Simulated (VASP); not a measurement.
The system is RbBr.

```
Rb Br
1.0
     0.00000    3.46083    3.46083
     3.46083    0.00000    3.46083
     3.46083    3.46083    0.00000
Rb Br
1 1
Cartesian
  0.0000 0.0000 0.0000
  3.4608 3.4608 3.4608
```

Base run:

- Program: VASP 6.6.1
- Functional: PBE
- Potentials or basis: VASP PAW PBE potentials, release 64 (Rb_sv, Br)
- Cutoff: 520 eV
- k mesh: 4 × 4 × 4
- Occupations: gaussian, width 0.01 eV
- Spin: no spin polarisation

Its results: band gap on the k mesh 4.29 eV; pressure 0.6 GPa.

Task: The run is repeated on the same cell with these changes: functional from PBE to PBE0. What comes out?

Result: Band gap on the k mesh 6.17 eV; pressure 0.3 GPa.

Caveats: the PAW data sets were made with another functional, which shifts forces and pressure a little (at least some runs).

